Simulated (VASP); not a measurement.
# MnS: single point with r2SCAN+U

The system is MnS.

```
CELL_PARAMETERS angstrom
0.00000 2.47346 2.47346
2.47346 0.00000 2.47346
2.47346 2.47346 0.00000
ATOMIC_POSITIONS crystal
Mn 0.00000 0.00000 0.00000
S 0.75000 0.75000 0.75000
```

```yaml
Program: VASP 6.6.1
Task: single point
Functional: r2SCAN
Potentials_or_basis: VASP PAW PBE potentials, release 64 (Mn_pv, S)
Cutoff: 520 eV
k_mesh: 8 × 8 × 8
Occupations: methfessel-paxton, width 0.01 eV
Spin: collinear spin, ferromagnetic start
Starting_moments: "[4.0, 0.0] μB"
Hubbard_terms: Mn d U = 3.0 eV
Dipole_correction: no
Further_INCAR_settings: ALGO = Normal; EDIFF = 1e-06; NBANDS = 20
```

```
Pressure                                              : 54.0 GPa
Net moment                                            : 4.53 μB per cell
Site moments                                          : Mn +4.19; S +0.02 μB
Valence electrons inside the program's atomic spheres : Mn 11.90; S 3.99
```

Levels at points of the mesh, in eV from the Fermi level:
Spin up:
| k point | band 9 | band 10 | band 11 | band 12 | band 13 | band 14 | band 15 | band 16 |
| --- | --- | --- | --- | --- | --- | --- | --- | --- |
| (0.00, 0.00, 0.00) | -5.16 | 1.20 | 1.20 | 1.20 | 3.22 | 6.93 | 6.93 | 6.93 |
| (0.50, 0.00, 0.00) | -4.93 | -4.32 | -0.57 | -0.57 | 4.58 | 7.31 | 7.31 | 9.28 |
| (0.50, 0.50, 0.00) | -4.72 | -3.80 | -3.03 | -3.03 | 3.53 | 5.19 | 12.80 | 13.71 |
Spin down:
```csv
k point,band 5,band 6,band 7,band 8,band 9,band 10
"(0.00, 0.00, 0.00)",-4.45,-4.45,-4.45,2.15,2.15,4.05
"(0.50, 0.00, 0.00)",-7.31,-4.26,-4.26,1.86,2.39,2.39
"(0.50, 0.50, 0.00)",-7.11,-4.39,-4.39,-0.72,1.95,2.66
```

Eigenvalues of the final occupation matrices:
```csv
site,spin,trace,eigenvalues
site 1 d,1,4.58,0.91 0.91 0.91 0.92 0.92
site 1 d,2,0.54,0.04 0.04 0.15 0.15 0.15
```

It took 2.5 min on 1 thread of Intel(R) Xeon(R) Platinum 8259CL CPU @ 2.50GHz (Skylake/Cascade Lake), on a shared host, peak memory 0.19 GiB.

Caveat: the cell stands under pressure; the PAW data sets were made with another functional, which shifts forces and pressure a little; a cell with one magnetic atom can't hold antiferromagnetic order, which such compounds often take. The state reached can hang on the start; a lower one may exist.
